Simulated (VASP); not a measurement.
# InAs (I4/mmm) in VASP: a series of runs

Runs on InAs. Level: PBE. Tasks: single point.

All numbers are computed with VASP 6.6.1; they aren't measurements. Logs are shortened: lines on timing, memory, paths and dates and some standing lists are left out, and cuts for length are marked.

## 1. The cell of the first run

The structure is tetragonal, space group I4/mmm (No. 139). The conventional cell has a = 3.863 Å, b = 3.863 Å, c = 5.894 Å, α = 90.00°, β = 90.00°, γ = 90.00°. In (site symmetry 4/mmm) has 6 As at 2.73 to 2.95 Å within 3.6 Å. As (site symmetry 4/mmm) has 6 In at 2.73 to 2.95 Å within 3.6 Å.

## 2. Single point, PBE (strain -0.050 along x and y, +0.025 along z)

Input file INCAR:

```
SYSTEM = InAs
ALGO     = Normal         ! electronic algorithm
EDIFF    = 1E-6           ! SCF threshold, eV
ENCUT    = 520            ! plane-wave cutoff, eV
GGA      = PE             ! functional
ISIF     = 2              ! what is computed and relaxed
ISMEAR   = 0              ! smearing method
LASPH    = .True.         ! aspherical terms in the spheres
LCHARG   = .True.         ! write CHGCAR
LELF     = .True.         ! ELF
LREAL    = .False.        ! projectors in reciprocal space
LVHAR    = .True.       
LWAVE    = .False.        ! write WAVECAR
NBANDS   = 16             ! bands
NELM     = 80             ! most SCF steps
PREC     = Accurate       ! precision mode
SIGMA    = 0.15           ! smearing width, eV
```

Input file KPOINTS:

```
k-points
0
Gamma
  18 18 18
  0 0 0
```

Input file POSCAR:

```
InAs
1.0
    0.0000000000      2.7315175793      2.9471637040
    2.7315175793      0.0000000000      2.9471637040
    2.7315175793      2.7315175793      0.0000000000
In As
1 1
Direct
    0.5000000000      0.5000000000      0.5000000000
    0.0000000000      0.0000000000      0.0000000000
```

Potentials or basis: VASP PAW PBE potentials, release 64 (In_d, As).

Run with:

```
$ cat potpaw_PBE.64/In_d/POTCAR potpaw_PBE.64/As/POTCAR > POTCAR
$ mpirun -np 1 vasp_std > vasp.out
```

OUTCAR:

```text
SYSTEM = InAs
   EDIFF = 1E-6
   ENCUT = 520
   GGA = PE
   ISIF = 2
   ISMEAR = 0
   LASPH = .True.
   LREAL = .False.
   NELM = 80
   PREC = Accurate

 ion  position               nearest neighbor table
   1  0.500  0.500  0.500-   2 2.73   2 2.73   2 2.73   2 2.73   2 2.95   2 2.95
   2  0.000  0.000  0.000-   1 2.73   1 2.73   1 2.73   1 2.73   1 2.95   1 2.95

  LATTYP: Found a body centered tetragonal cell.
 ALAT       =     3.8629492065
 C/A-ratio  =     1.5258620015

  Lattice vectors:

 A1 = (  -2.7315175793,   0.0000000000,   2.9471637040)
 A2 = (   2.7315175793,   0.0000000000,   2.9471637040)
 A3 = (   0.0000000000,   2.7315175793,  -2.9471637040)

Analysis of symmetry for initial positions (statically):
=====================================================================
 Subroutine PRICEL returns:
 Original cell was already a primitive cell.

 Routine SETGRP: Setting up the symmetry group for a
 body centered tetragonal supercell.

 Subroutine GETGRP returns: Found 16 space group operations
 (whereof 16 operations were pure point group operations)
 out of a pool of 16 trial point group operations.

The static configuration has the point symmetry D_4h.

Analysis of symmetry for dynamics (positions and initial velocities):
=====================================================================
 Subroutine PRICEL returns:
 Original cell was already a primitive cell.

 Routine SETGRP: Setting up the symmetry group for a
 body centered tetragonal supercell.

 Subroutine GETGRP returns: Found 16 space group operations
 (whereof 16 operations were pure point group operations)
 out of a pool of 16 trial point group operations.

The dynamic configuration has the point symmetry D_4h.

 Subroutine INISYM returns: Found 16 space group operations
 (whereof 16 operations are pure point group operations),
 and found     1 'primitive' translations

----------------------------------------------------------------------------------------

                                     Primitive cell

  volume of cell :      43.9787

  direct lattice vectors                    reciprocal lattice vectors
     0.000000000  2.731517579  2.947163704    -0.183048428  0.183048428  0.169654641
     2.731517579  0.000000000  2.947163704     0.183048428 -0.183048428  0.169654641
     2.731517579  2.731517579  0.000000000     0.183048428  0.183048428 -0.169654641

  length of vectors
[... 77 lines left out ...]
   LNONCOLLINEAR =      F non collinear calculations
   LSORBIT =      F    spin-orbit coupling
   LASPH  =      T    aspherical Exc in radial PAW
   ENCUT  =  520.0 eV  38.22 Ry    6.18 a.u.   7.47  7.47  7.18*2*pi/ulx,y,z
   NELM   =     80;   NELMIN=  2; NELMDL= -5     # of ELM steps
   EDIFF  = 0.1E-05   stopping-criterion for ELM
   LREAL  =      F    real-space projection
   EDIFFG = 0.1E-04   stopping-criterion for IOM
   NSW    =      0    number of steps for IOM
   IBRION =     -1    ionic relax: 0-MD 1-quasi-New 2-CG
   NFREE  =      0    steps in history (QN), initial steepest desc. (CG)
   ISIF   =      2    stress and relaxation
   ISYM   =      2    0-nonsym 1-usesym 2-fastsym
   POTIM  = 0.5000    time-step for ionic-motion
   TEBEG  =    0.0;   TEEND  =   0.0 temperature during run
   PSTRESS=    0.0 pullay stress
   NELECT =      18.0000    total number of electrons
   NUPDOWN=      -1.0000    fix difference up-down
   EMIN   =  10.00;   EMAX   =-10.00  energy-range for DOS
   EFERMI =   0.00;   METHOD = LEGACY
   ISMEAR =     0;   SIGMA  =   0.15  broadening in eV -4-tet -1-fermi 0-gaus
   EFERMI_NEDOS =   21; number of points for ismear=-14 and -15
   IALGO  =     38    algorithm
   IMIX   =      4    mixing-type and parameters
     AMIX     =   0.40;   BMIX     =  1.00
     AMIX_MAG =   1.60;   BMIX_MAG =  1.00
  volume/ion in A,a.u.               =      21.99       148.39
  Fermi-wavevector in a.u.,A,eV,Ry     =   1.215491  2.296944 20.101482  1.477417
  Thomas-Fermi vector in A             =   2.350876
   LORBIT       =      0    0 simple, 1 ext, 2 COOP (PROOUT), +10 PAW based schemes
   GGA     = PE    functional components
   LHFCALC =     F    Hartree Fock is set to
   AEXX    =    0.0000 exact exchange contribution
   IVDW    =     0    specifies the selected vdW correction
   LEPSILON=     F    determine dielectric tensor
   LRPA    =     F    only Hartree local field effects (RPA)
 non-spin polarized calculation
 Gauss-broadening in eV      SIGMA  =   0.15
  energy-cutoff  :      520.00
  volume of cell :       43.98
 maximum number of plane-waves:      1208
 NGX is ok and might be reduce to    30
   NGX = 15   NGY = 15   NGZ = 15

 number of electron      18.0000000 magnetization

 Free energy of the ion-electron system (eV)
  ---------------------------------------------------
  ext. energy  EPLUGINS =         0.00000000
  ---------------------------------------------------
  free energy    TOTEN  =        -7.19821288 eV

  energy without entropy =       -7.18587328  energy(sigma->0) =       -7.19204308

 E-fermi :   6.8533     XC(G=0): -10.4593

 val. band max:        6.8489247372   @ k =  -0.0556   0.0000   0.0556
 cond. band min:       6.8559435534   @ k =  -0.1111   0.1111   0.0000
 fundamental gap:      0.0070188162
 Fermi energy:         6.8532677337

 k-point     1 :       0.0000    0.0000    0.0000
  band No.  band energies     occupation
      1      -7.6454      2.00000
      2      -7.6272      2.00000
      3      -7.6224      2.00000
      4      -7.5778      2.00000
      5      -7.5778      2.00000
      6      -5.8155      2.00000
[... 433 lines left out ...]
      3      -7.5931      2.00000
      4      -7.5593      2.00000
      5      -7.5547      2.00000
      6      -5.1164      2.00000
[... 8 lines left out ...]
     15      15.3637      0.00000
     16      16.5021      0.00000

 [... further k-points ...]
[... 5 lines left out ...]
  --------------------------------------------------------------------------------------
  -------------------------------------------------------------------------------------
  Total        2.7063901      2.7063901      0.1740332      0.0000000     -0.0000000     -0.0000000
  in kB       98.5958697     98.5958697      6.3401648      0.0000000     -0.0000000     -0.0000000
  external PRESSURE =      67.8439681 kB  Pullay stress =       0.0000000 kB

 VOLUME and BASIS-vectors are now :
 -----------------------------------------------------------------------------
  energy-cutoff  :      520.00
  volume of cell :       43.98
      direct lattice vectors                 reciprocal lattice vectors
     0.000000000  2.731517579  2.947163704    -0.183048428  0.183048428  0.169654641
     2.731517579  0.000000000  2.947163704     0.183048428 -0.183048428  0.169654641
     2.731517579  2.731517579  0.000000000     0.183048428  0.183048428 -0.169654641

 POSITION                                       TOTAL-FORCE (eV/Angst)
 -----------------------------------------------------------------------------------
      2.73152      2.73152      2.94716         0.000000     -0.000000     -0.000000
      0.00000      0.00000      0.00000        -0.000000      0.000000      0.000000
 -----------------------------------------------------------------------------------
    total drift:                                0.000000      0.000000      0.000000

  FREE ENERGIE OF THE ION-ELECTRON SYSTEM (eV)
  ---------------------------------------------------
  free  energy   TOTEN  =        -7.1982128841 eV

  energy  without entropy=       -7.1858732757  energy(sigma->0) =       -7.19204308
```

OSZICAR:

```text
N       E                     dE             d eps       ncg     rms          rms(c)
DAV:   1     0.102784127788E+03    0.10278E+03   -0.89758E+03 15536   0.136E+03
DAV:   2    -0.137149519219E+01   -0.10416E+03   -0.99878E+02 16864   0.300E+02
DAV:   3    -0.728063308277E+01   -0.59091E+01   -0.58476E+01 19840   0.673E+01
DAV:   4    -0.739806805877E+01   -0.11743E+00   -0.11737E+00 18488   0.101E+01
DAV:   5    -0.740286484607E+01   -0.47968E-02   -0.47967E-02 22424   0.188E+00    0.434E+00
DAV:   6    -0.721048314502E+01    0.19238E+00   -0.31151E-01 22448   0.105E+01    0.233E+00
DAV:   7    -0.719843632966E+01    0.12047E-01   -0.66949E-02 24024   0.267E+00    0.686E-01
DAV:   8    -0.719808628141E+01    0.35005E-03   -0.52812E-03 19976   0.961E-01    0.174E-01
DAV:   9    -0.719821842013E+01   -0.13214E-03   -0.50251E-04 21104   0.275E-01    0.960E-02
DAV:  10    -0.719821216895E+01    0.62512E-05   -0.31720E-05 20512   0.474E-02    0.608E-02
DAV:  11    -0.719821288411E+01   -0.71516E-06   -0.14653E-06 18560   0.110E-02
   1 F= -.71982129E+01 E0= -.71920431E+01  d E =-.123396E-01
```

stdout:

```text
POSCAR found type information on POSCAR InAs
 POSCAR found :  2 types and       2 ions
 scaLAPACK will be used
 LDA part: xc-table for (Slater+PW92), standard interpolation
 POSCAR, INCAR and KPOINTS ok, starting setup
 FFT: planning ... GRIDC
 FFT: planning ... GRID_SOFT
 FFT: planning ... GRID
 WAVECAR not read
 entering main loop
```

It took 2.2 min on 1 thread of Intel Xeon 6975P-C (Granite Rapids), shared host; peak memory 0.46 GiB.

Results:

| Quantity | Value |
| --- | --- |
| Free energy | -7.1982 eV |
| Pressure | 6.8 GPa |
| Band gap on the k mesh | zero (band 9 reaches 7.39 eV, above the bottom of band 10 at 4.57 eV) |

Caveat: the cell differs from its parent crystal (strain -0.050 along x and y, +0.025 along z); spin-orbit coupling is left out, which moves the levels of the heavy elements.

## 3. Single point, PBE (strain -0.050 along x and y, +0.050 along z)

Input file INCAR:

```
SYSTEM = InAs
ALGO = Normal
EDIFF = 1E-7
ENCUT = 520
GGA = PE
ISIF = 2
ISMEAR = 0
LASPH = .True.
LCHARG = .True.
LELF = .True.
LREAL = .False.
LVHAR = .True.
LWAVE = .False.
NBANDS = 16
NELM = 60
PREC = Accurate
SIGMA = 0.15
```

KPOINTS is that of step 2.

Input file POSCAR:

```
InAs
1.0
    0.0000000000      2.7315175793      3.0190457455
    2.7315175793      0.0000000000      3.0190457455
    2.7315175793      2.7315175793      0.0000000000
In As
1 1
Direct
    0.5000000000      0.5000000000      0.5000000000
    0.0000000000      0.0000000000      0.0000000000
```

Potentials or basis: VASP PAW PBE potentials, release 64 (In_d, As).

Run with:

```
$ cat potpaw_PBE.64/In_d/POTCAR potpaw_PBE.64/As/POTCAR > POTCAR
$ mpirun -np 1 vasp_std > vasp.out
```

OUTCAR:

```text
SYSTEM = InAs
   EDIFF = 1E-7
   ENCUT = 520
   GGA = PE
   ISIF = 2
   ISMEAR = 0
   LASPH = .True.
   LREAL = .False.
   NELM = 60
   PREC = Accurate

 ion  position               nearest neighbor table
   1  0.500  0.500  0.500-   2 2.73   2 2.73   2 2.73   2 2.73   2 3.02   2 3.02
   2  0.000  0.000  0.000-   1 2.73   1 2.73   1 2.73   1 2.73   1 3.02   1 3.02

  LATTYP: Found a body centered tetragonal cell.
 ALAT       =     3.8629492065
 C/A-ratio  =     1.5630781479

  Lattice vectors:

 A1 = (  -2.7315175793,   0.0000000000,   3.0190457455)
[... 627 lines left out ...]
      5      -7.8153      2.00000
      6      -5.2557      2.00000
[... 8 lines left out ...]
     15      15.1034      0.00000
     16      16.1796      0.00000

 [... further k-points ...]
[... 5 lines left out ...]
  --------------------------------------------------------------------------------------
  -------------------------------------------------------------------------------------
  Total        2.4588963      2.4588963     -0.4938444      0.0000000      0.0000000      0.0000000
  in kB       87.4466352     87.4466352    -17.5627694      0.0000000      0.0000000      0.0000000
  external PRESSURE =      52.4435003 kB  Pullay stress =       0.0000000 kB

 VOLUME and BASIS-vectors are now :
 -----------------------------------------------------------------------------
  energy-cutoff  :      520.00
  volume of cell :       45.05
      direct lattice vectors                 reciprocal lattice vectors
     0.000000000  2.731517579  3.019045746    -0.183048428  0.183048428  0.165615245
     2.731517579  0.000000000  3.019045746     0.183048428 -0.183048428  0.165615245
     2.731517579  2.731517579  0.000000000     0.183048428  0.183048428 -0.165615245

 POSITION                                       TOTAL-FORCE (eV/Angst)
 -----------------------------------------------------------------------------------
      2.73152      2.73152      3.01905         0.000000      0.000000      0.000000
      0.00000      0.00000      0.00000         0.000000      0.000000     -0.000000
 -----------------------------------------------------------------------------------
    total drift:                                0.000000      0.000000      0.000000

  FREE ENERGIE OF THE ION-ELECTRON SYSTEM (eV)
  ---------------------------------------------------
  free  energy   TOTEN  =        -7.1941350199 eV

  energy  without entropy=       -7.1819541340  energy(sigma->0) =       -7.18804458
```

OSZICAR:

```text
N       E                     dE             d eps       ncg     rms          rms(c)
DAV:   1     0.103507965592E+03    0.10351E+03   -0.89360E+03 15456   0.134E+03
DAV:   2    -0.125513332833E+01   -0.10476E+03   -0.10063E+03 16672   0.300E+02
DAV:   3    -0.727209784224E+01   -0.60170E+01   -0.59455E+01 20208   0.675E+01
DAV:   4    -0.739329123212E+01   -0.12119E+00   -0.12116E+00 18040   0.103E+01
DAV:   5    -0.739834322380E+01   -0.50520E-02   -0.50519E-02 22856   0.195E+00    0.422E+00
DAV:   6    -0.720589180685E+01    0.19245E+00   -0.31411E-01 22464   0.103E+01    0.225E+00
DAV:   7    -0.719433097096E+01    0.11561E-01   -0.65892E-02 23760   0.257E+00    0.677E-01
DAV:   8    -0.719400867241E+01    0.32230E-03   -0.53430E-03 19800   0.948E-01    0.168E-01
DAV:   9    -0.719414188878E+01   -0.13322E-03   -0.52753E-04 21536   0.282E-01    0.949E-02
DAV:  10    -0.719413552199E+01    0.63668E-05   -0.34643E-05 20008   0.489E-02    0.590E-02
DAV:  11    -0.719413629438E+01   -0.77239E-06   -0.22322E-06 21952   0.133E-02    0.343E-02
DAV:  12    -0.719413532129E+01    0.97309E-06   -0.36653E-06 19192   0.303E-02    0.579E-03
DAV:  13    -0.719413505154E+01    0.26975E-06   -0.18938E-07 17096   0.381E-03    0.572E-03
DAV:  14    -0.719413501987E+01    0.31670E-07   -0.38688E-08 11088   0.298E-03
   1 F= -.71941350E+01 E0= -.71880446E+01  d E =-.121809E-01
```

It took 2.6 min on 1 thread of Intel Xeon 6975P-C (Granite Rapids), shared host; peak memory 0.46 GiB.

What came out:

```yaml
Free_energy: -7.1941 eV
Pressure: 5.2 GPa
Band_gap_on_the_k_mesh: zero (band 9 reaches 7.12 eV, above the bottom of band 10 at 4.42 eV)
```

Caveat: the cell differs from its parent crystal (strain -0.050 along x and y, +0.050 along z); spin-orbit coupling is left out, which moves the levels of the heavy elements.
